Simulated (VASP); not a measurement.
A run of VASP 6.6.1:

File INCAR:

```
PREC = Accurate ; ENCUT = 520
EDIFF = 1E-6 ; ISMEAR = -1
SIGMA = 0.1 ; LREAL = False
LASPH = True ; NELM = 80
ALGO = Normal ; ISIF = 2
LWAVE = False ; LCHARG = False
NBANDS = 11
```

The input KPOINTS:

```
regular mesh
0
Gamma
  16 16 16
```

File POSCAR:

```
Ba
1.0
    0.0000000000      2.3820968022      2.3820968022
    2.3820968022      0.0000000000      2.3820968022
    2.3820968022      2.3820968022      0.0000000000
Ba
1
Direct
    0.0000000000      0.0000000000      0.0000000000
```

Potentials or basis: VASP PAW LDA potentials, release 64 (Ba_sv).

Command:

```console
$ cat potpaw_LDA.64/Ba_sv/POTCAR > POTCAR
$ mpirun -np 1 vasp_std > vasp.out
```

Hardware: 1 thread of Intel(R) Xeon(R) Platinum 8259CL CPU @ 2.50GHz (Skylake/Cascade Lake), on a shared host.

How long does it take, and how much memory?

Run time: 44 s on 1 thread of Intel(R) Xeon(R) Platinum 8259CL CPU @ 2.50GHz (Skylake/Cascade Lake), with other jobs on the host, peak memory 0.17 GiB. Counts: scf iterations 11, k points 145.
